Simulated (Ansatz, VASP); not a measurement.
# Ta: VASP beside Ansatz

File POSCAR:

```
Ta
1.0
    2.8879886106      0.0000000000      0.0000000000
   -1.4439943053      2.4510500726      0.0000000000
    0.0000000000      0.0000000000      5.1181138697
Ta
2
Direct
    0.6666666667      0.3333333333      0.7500000000
    0.3333333333      0.6666666667      0.2500000000
```

The input INCAR.step1:

```
PREC = Accurate ; ENCUT = 520
ISMEAR = 0 ; SIGMA = 0.15
LREAL = False ; LASPH = True
NELM = 60 ; NBANDS = 18
GGA = PE ; ALGO = Normal
EDIFF = 1E-4 ; LWAVE = True
LCHARG = False
```

Contents of INCAR.step2:

```
PREC = Accurate ; ENCUT = 520
EDIFF = 1E-6 ; ISMEAR = 0
SIGMA = 0.15 ; LREAL = False
LASPH = True ; NELM = 60
ALGO = Normal ; ISIF = 2
LWAVE = False ; LCHARG = False
METAGGA = R2SCAN ; LMIXTAU = True
NBANDS = 18 ; ISTART = 1
```

The input KPOINTS:

```
Automatic mesh
0
Gamma
  24 24 12
```

Input for Ansatz:

```yaml
crystal:
  lattice:
    - [2.8879886106, 0.0, 0.0]
    - [-1.4439943053, 2.4510500726, 0.0]
    - [0.0, 0.0, 5.1181138697]
  atoms:
    - { symbol: Ta, position: [0.6666666667, 0.3333333333, 0.75] }
    - { symbol: Ta, position: [0.3333333333, 0.6666666667, 0.25] }
basis:
  ecutwfc: 500
kpoints:
  mp_grid: { grid: [24, 24, 12] }
hamiltonian:
  xc: r2scan
scf:
  occupations: { method: gaussian, width: 0.15 }
output:
  forces: true
  stress: true
  eigenvalues: true
```

Change from the starting cell: strain -0.0200 x Voigt [0, 1, 0, 0, 0, 0], atoms carried along.

Alike in both runs: task single point; functional r2SCAN; k mesh 24 × 24 × 12; occupations gaussian, width 0.15 eV; no spin polarisation.

|  | VASP | Ansatz |
| --- | --- | --- |
| version | VASP 6.6.1 | Ansatz 0.2.0 |
| potentials or method | VASP PAW PBE potentials, release 64 (Ta_pv), cutoff 520 eV | scalar-relativistic, plane waves, PAW |
| valence electrons in the cell | 22 | 26 |

Ansatz gave:

| Item | Value |
| --- | --- |
| gap on the k mesh at the Fermi level (eV) | none |
| pressure (GPa) | 4.3 |
| traceless stress, the component that is largest in VASP (GPa) | -1.84 |
| rms of the force components (eV/Å) | 0.069 |

Q: Which values does VASP return?

A: gap on the k mesh at the Fermi level (eV): none; pressure (GPa): 5.0; traceless stress, the component that is largest in VASP (GPa): -1.81; rms of the force components (eV/Å): 0.068.

VASP's potentials were made for PBE, not for r2SCAN. Atom by atom the forces differ by 0.001 eV/Å (rms over components). A gap of «none» marks a metal or a gap that the smearing closes. VASP's potentials hold 22 valence electrons a cell and Ansatz's 26, so a difference there can come from the potentials and not from the codes.

Spin-orbit coupling is off throughout.
